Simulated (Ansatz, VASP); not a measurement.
## One calculation of Al3Ga2P5, two programs

```xyz
10
Lattice="-1.9484 1.9484 13.7386 1.9484 -1.9484 13.7386 1.9484 1.9484 -13.7386" Properties=species:S:1:pos:R:3 pbc="T T T"
Al    0.0000    0.0000    5.4955
Al    0.0000    0.0000   21.9818
Al    0.0000    0.0000    0.0000
Ga    0.0000    0.0000   16.4862
Ga    0.0000    0.0000   10.9911
P     1.9484    0.0000    6.8693
P     0.0000    1.9484    9.6110
P     1.9484    0.0000   12.3714
P     1.9484    0.0000    1.3673
P     0.0000    1.9484    4.1276
```

Alike in both runs: functional PBE; k mesh 6 × 6 × 6; occupations gaussian, width 0.1 eV; no spin polarisation.

Ansatz relaxed the structure, and its values are those at the end. VASP's run is a single point on that final structure, the one shown.

|  | VASP | Ansatz |
| --- | --- | --- |
| version | VASP 6.6.1 | Ansatz 0.2.0 |
| potentials or method | VASP PAW PBE potentials, release 64 (Al, Ga_d, P), cutoff 520 eV | scalar-relativistic, plane waves, PAW |
| valence electrons in the cell | 60 | 60 |

|  | VASP | Ansatz | Ansatz less VASP |
| --- | --- | --- | --- |
| gap on the k mesh at the Fermi level (eV) | 1.65 | 1.65 | +0.001 |
| least direct gap on the mesh (eV) | 1.65 | 1.66 | +0.002 |
| pressure (GPa) | 0.0 | 0.1 | +0.06 |

The functional is the same, so the differences come from potentials, cutoffs and numerics.
